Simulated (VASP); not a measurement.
# GaAs (I-4m2) in VASP: dielectric tensor with r2SCAN

Aim: the dielectric tensor of GaAs with r2SCAN.

All numbers are computed with VASP 6.6.1; they aren't measurements. Logs are shortened: lines on timing, memory, paths and dates and some standing lists are left out, and cuts for length are marked.

## Step 1: The cell of the first run

The structure is tetragonal, space group I-4m2 (No. 119). The conventional cell has a = 3.886 Å, b = 3.886 Å, c = 5.809 Å, α = 90.00°, β = 90.00°, γ = 90.00°. Within 3.2 Å of Ga (site symmetry -4m2) lie 4 As at 2.43 Å. As (site symmetry -4m2) has 4 Ga at 2.43 Å within 3.2 Å.

## Step 2: Dielectric tensor, r2SCAN (epitaxial xy strain -3.0%)

Contents of INCAR:

```
ALGO = Normal
EDIFF = 1E-8
ENCUT = 520
ISIF = 2
ISMEAR = 0
LASPH = True
LCALCEPS = True
LCHARG = False
LMIXTAU = True
LREAL = False
LWAVE = False
METAGGA = R2SCAN
NELM = 80
PREC = Accurate
SIGMA = 0.01
```

Contents of KPOINTS:

```
k-points
0
Gamma
  6 6 6
```

Contents of POSCAR:

```
GaAs
1.0
    0.0000000000      2.7480925426      2.9045266156
    2.7480925426      0.0000000000      2.9045266156
    2.7480925426      2.7480925426      0.0000000000
Ga As
1 1
Direct
    0.0000000000      0.0000000000      0.0000000000
    0.2500000000      0.2500000000      0.2500000000
```

Potentials or basis: VASP PAW PBE potentials, release 64 (Ga_d, As).

Started as:

```sh
cat potpaw_PBE.64/Ga_d/POTCAR potpaw_PBE.64/As/POTCAR > POTCAR
mpirun -np 1 vasp_std > vasp.out
```

OUTCAR:

```text
EDIFF = 1E-8
   ENCUT = 520
   ISIF = 2
   ISMEAR = 0
   LASPH = True
   LREAL = False
   METAGGA = R2SCAN
   NELM = 80
   PREC = Accurate

 ion  position               nearest neighbor table
   1  0.000  0.000  0.000-   2 2.43   2 2.43   2 2.43   2 2.43
   2  0.250  0.250  0.250-   1 2.43   1 2.43   1 2.43   1 2.43

  LATTYP: Found a body centered tetragonal cell.
 ALAT       =     3.8863897444
 C/A-ratio  =     1.4947171059

  Lattice vectors:

 A1 = (  -2.7480925426,   0.0000000000,   2.9045266156)
 A2 = (   2.7480925426,   0.0000000000,   2.9045266156)
 A3 = (   0.0000000000,   2.7480925426,  -2.9045266156)

Analysis of symmetry for initial positions (statically):
=====================================================================
 Subroutine PRICEL returns:
 Original cell was already a primitive cell.

 Routine SETGRP: Setting up the symmetry group for a
 body centered tetragonal supercell.

 Subroutine GETGRP returns: Found  8 space group operations
 (whereof  8 operations were pure point group operations)
 out of a pool of 16 trial point group operations.

The static configuration has the point symmetry D_2d.

Analysis of symmetry for dynamics (positions and initial velocities):
=====================================================================
 Subroutine PRICEL returns:
 Original cell was already a primitive cell.

 Routine SETGRP: Setting up the symmetry group for a
 body centered tetragonal supercell.

 Subroutine GETGRP returns: Found  8 space group operations
 (whereof  8 operations were pure point group operations)
 out of a pool of 16 trial point group operations.

The dynamic configuration has the point symmetry D_2d.

 Subroutine INISYM returns: Found  8 space group operations
 (whereof  8 operations are pure point group operations),
 and found     1 'primitive' translations

----------------------------------------------------------------------------------------

                                     Primitive cell

  volume of cell :      43.8700

  direct lattice vectors                    reciprocal lattice vectors
     0.000000000  2.748092543  2.904526616    -0.181944382  0.181944382  0.172145091
     2.748092543  0.000000000  2.904526616     0.181944382 -0.181944382  0.172145091
     2.748092543  2.748092543  0.000000000     0.181944382  0.181944382 -0.172145091

  length of vectors
     3.998535667  3.998535667  3.886389744     0.309582701  0.309582701  0.309582701

  position of ions in fractional coordinates (direct lattice)
     0.000000000  0.000000000  0.000000000
     0.250000000  0.250000000  0.250000000

  ion indices of the primitive-cell ions
   primitive index   ion index
                 1           1
                 2           2

----------------------------------------------------------------------------------------

 KPOINTS: k-points

Automatic generation of k-mesh.
 Grid dimensions read from file:
 generate k-points for:    6    6    6

 Generating k-lattice:

  Cartesian coordinates                     Fractional coordinates (reciprocal lattice)
    -0.030324064  0.030324064  0.028690849     0.166666667  0.000000000  0.000000000
     0.030324064 -0.030324064  0.028690849     0.000000000  0.166666667  0.000000000
     0.030324064  0.030324064 -0.028690849     0.000000000  0.000000000  0.166666667

  Length of vectors
     0.051597117  0.051597117  0.051597117

  Shift w.r.t. Gamma in fractional coordinates (k-lattice)
     0.000000000  0.000000000  0.000000000

 Subroutine IBZKPT returns following result:
 ===========================================

 Found     30 irreducible k-points:

 Following reciprocal coordinates:
            Coordinates               Weight
  0.000000  0.000000  0.000000      1.000000
[... 33 lines left out ...]
   PREC   = accura    normal or accurate (medium, high low for compatibility)
   ISTART =      0    job   : 0-new  1-cont  2-samecut
   ICHARG =      2    charge: 1-file 2-atom 10-const
   ISPIN  =      1    spin polarized calculation?
   LNONCOLLINEAR =      F non collinear calculations
   LSORBIT =      F    spin-orbit coupling
   LASPH  =      T    aspherical Exc in radial PAW
   ENCUT  =  520.0 eV  38.22 Ry    6.18 a.u.   7.43  7.43  7.23*2*pi/ulx,y,z
   NELM   =     80;   NELMIN=  2; NELMDL= -5     # of ELM steps
   EDIFF  = 0.1E-07   stopping-criterion for ELM
   LREAL  =      F    real-space projection
   EDIFFG = 0.1E-06   stopping-criterion for IOM
   NSW    =      0    number of steps for IOM
   IBRION =     -1    ionic relax: 0-MD 1-quasi-New 2-CG
   NFREE  =      0    steps in history (QN), initial steepest desc. (CG)
   ISIF   =      2    stress and relaxation
   ISYM   =      2    0-nonsym 1-usesym 2-fastsym
   POTIM  = 0.5000    time-step for ionic-motion
   TEBEG  =    0.0;   TEEND  =   0.0 temperature during run
   PSTRESS=    0.0 pullay stress
   NELECT =      18.0000    total number of electrons
   NUPDOWN=      -1.0000    fix difference up-down
   EMIN   =  10.00;   EMAX   =-10.00  energy-range for DOS
   EFERMI =   0.00;   METHOD = LEGACY
   ISMEAR =     0;   SIGMA  =   0.01  broadening in eV -4-tet -1-fermi 0-gaus
   EFERMI_NEDOS =   21; number of points for ismear=-14 and -15
   IALGO  =     38    algorithm
   IMIX   =      4    mixing-type and parameters
     AMIX     =   0.40;   BMIX     =  1.00
     AMIX_MAG =   1.60;   BMIX_MAG =  1.00
  volume/ion in A,a.u.               =      21.94       148.02
  Fermi-wavevector in a.u.,A,eV,Ry     =   1.216493  2.298839 20.134655  1.479855
  Thomas-Fermi vector in A             =   2.351845
   LORBIT       =      0    0 simple, 1 ext, 2 COOP (PROOUT), +10 PAW based schemes
   METAGGA = R2SCAN    functional components
   LHFCALC =     F    Hartree Fock is set to
   AEXX    =    0.0000 exact exchange contribution
   IVDW    =     0    specifies the selected vdW correction
   LEPSILON=     F    determine dielectric tensor
   LRPA    =     F    only Hartree local field effects (RPA)
   LRPA       =     F
 non-spin polarized calculation
 Gauss-broadening in eV      SIGMA  =   0.01
  energy-cutoff  :      520.00
  volume of cell :       43.87
 maximum number of plane-waves:      1203
 NGX is ok and might be reduce to    30
   NGX = 15   NGY = 15   NGZ = 15

 number of electron      18.0000011 magnetization

 Free energy of the ion-electron system (eV)
  ---------------------------------------------------
  ext. energy  EPLUGINS =         0.00000000
  ---------------------------------------------------
  free energy    TOTEN  =       -27.00094789 eV

  energy without entropy =      -27.00094789  energy(sigma->0) =      -27.00094789

 E-fermi :   4.1422     XC(G=0): -10.3972

 val. band max:        4.0916684563   @ k =   0.0000   0.0000   0.0000
 cond. band min:   10000.0000000000   @ k =   0.0000   0.0000   0.0000
 fundamental gap:   9995.9083315437
 Fermi energy:         4.1422305986

 k-point     1 :       0.0000    0.0000    0.0000
  band No.  band energies     occupation
      1     -11.3413      2.00000
      2     -11.3276      2.00000
      3     -11.3261      2.00000
      4     -11.2388      2.00000
      5     -11.2318      2.00000
      6      -9.4568      2.00000
      7       3.7199      2.00000
      8       4.0915      2.00000
      9       4.0917      2.00000
     10   10000.0000      0.00000
     11   10000.0000      0.00000
     12   10000.0000      0.00000
     13   10000.0000      0.00000
[... 354 lines left out ...]
  band No.  band energies     occupation
      1     -11.4540      2.00000
      2     -11.2872      2.00000
      3     -11.2820      2.00000
      4     -11.2613      2.00000
      5     -11.2191      2.00000
      6      -6.9223      2.00000
      7      -2.6230      2.00000
      8       0.4357      2.00000
      9       1.2884      2.00000
     10   10000.0000      0.00000
     11   10000.0000      0.00000
     12   10000.0000      0.00000
     13   10000.0000      0.00000

 [... further k-points ...]

------------------------ aborting loop because EDIFF is reached ----------------------------------------

            Ionic dipole moment: p[ion]=(     6.87023     6.87023     7.26132 ) |e| Angst

 Total electronic dipole moment: p[elc]=(     0.01798     0.01798     0.04311 ) |e| Angst

 MACROSCOPIC STATIC DIELECTRIC TENSOR (including local field effects)
 ------------------------------------------------------
          10.507330     0.000000     0.000000
           0.000000    10.507330     0.000000
           0.000000     0.000000    10.974592
 ------------------------------------------------------

 PIEZOELECTRIC TENSOR (including local field effects) (e Angst)
          XX          YY          ZZ          XY          YZ          ZX
  --------------------------------------------------------------------------------
  x     0.00000     0.00000     0.00000    -0.00000    -2.26113     0.00000
  y    -0.00000     0.00000    -0.00000     0.00000     0.00000    -2.26117
  z     0.00000     0.00000     0.00000    -2.00673     0.00000     0.00000

 PIEZOELECTRIC TENSOR (including local field effects) (C/m^2)
          XX          YY          ZZ          XY          YZ          ZX
  --------------------------------------------------------------------------------
  x     0.00000     0.00000     0.00000    -0.00000    -0.82579     0.00000
  y    -0.00000     0.00000    -0.00000     0.00000     0.00000    -0.82580
  z     0.00000     0.00000     0.00000    -0.73288     0.00000     0.00000

 BORN EFFECTIVE CHARGES (including local field effects) (in |e|, cummulative output)
 ---------------------------------------------------------------------------------
 ion    1
    1     1.99813    -0.00000     0.00000
    2     0.00000     1.99813     0.00000
    3     0.00000     0.00000     2.27416
 ion    2
    1    -1.99813     0.00000     0.00000
    2     0.00000    -1.99813     0.00000
    3     0.00000     0.00000    -2.27416

  FORCE on cell =-STRESS in cart. coord.  units (eV):
  Direction    XX          YY          ZZ          XY          YZ          ZX
  --------------------------------------------------------------------------------------
  -------------------------------------------------------------------------------------
  Total        1.1901139      1.1901139      0.0387130      0.0000000      0.0000000      0.0000000
  in kB       43.4641351     43.4641351      1.4138373      0.0000000      0.0000000      0.0000000
  external PRESSURE =      29.4473692 kB  Pullay stress =       0.0000000 kB

 VOLUME and BASIS-vectors are now :
 -----------------------------------------------------------------------------
  energy-cutoff  :      520.00
  volume of cell :       43.87
      direct lattice vectors                 reciprocal lattice vectors
     0.000000000  2.748092543  2.904526616    -0.181944382  0.181944382  0.172145091
     2.748092543  0.000000000  2.904526616     0.181944382 -0.181944382  0.172145091
     2.748092543  2.748092543  0.000000000     0.181944382  0.181944382 -0.172145091

 POSITION                                       TOTAL-FORCE (eV/Angst)
 -----------------------------------------------------------------------------------
      0.00000      0.00000      0.00000         0.000000      0.000000     -0.000000
      1.37405      1.37405      1.45226        -0.000000     -0.000000      0.000000
 -----------------------------------------------------------------------------------
    total drift:                                0.000013      0.000013     -0.000020

  FREE ENERGIE OF THE ION-ELECTRON SYSTEM (eV)
  ---------------------------------------------------
  free  energy   TOTEN  =       -27.0009478910 eV

  energy  without entropy=      -27.0009478910  energy(sigma->0) =      -27.00094789
```

It took 39 min on 1 thread of Intel Xeon 6975P-C (Granite Rapids), shared host; peak memory 0.39 GiB.

What came out:

| Item | Value |
| --- | --- |
| Band gap on the k mesh | 1.08 eV |
| Electronic dielectric tensor (diagonal) | 10.51, 10.51, 10.97 |
| Born charges (mean of the diagonal) | Ga +2.09; As -2.09 e |

Levels at points of the mesh, in eV from the valence-band top:
```tsv
k point	band 6	band 7	band 8	band 9	band 10	band 11	band 12	band 13
(0.00, 0.00, 0.00)	-13.55	-0.37	0.00	0.00	1.08	3.88	3.88	4.05
(0.50, 0.00, 0.00)	-11.60	-7.11	-1.60	-1.10	1.26	4.75	5.08	8.24
(0.50, 0.50, 0.00)	-10.94	-7.50	-2.73	-2.73	1.85	2.19	10.96	10.96
(0.50, 0.00, 0.50)	-10.71	-7.14	-3.14	-3.11	1.46	1.63	10.64	10.93
```

Electronic dielectric tensor:
```
10.51  0.00  0.00
 0.00 10.51  0.00
 0.00  0.00 10.97
```

Born effective charge tensors (e):
atom 1, Ga
```
2.00 0.00 0.00
0.00 2.00 0.00
0.00 0.00 2.27
```
atom 2, As
```
-2.00  0.00  0.00
 0.00 -2.00  0.00
 0.00  0.00 -2.27
```

Dipole moments of the cell (e·Å, modulo the quantum): ionic 6.870, 6.870, 7.261; electronic 0.018, 0.018, 0.043

Caveat: the cell differs from its parent crystal (epitaxial xy strain -3.0%); the PAW data sets were made with another functional, which shifts forces and pressure a little.
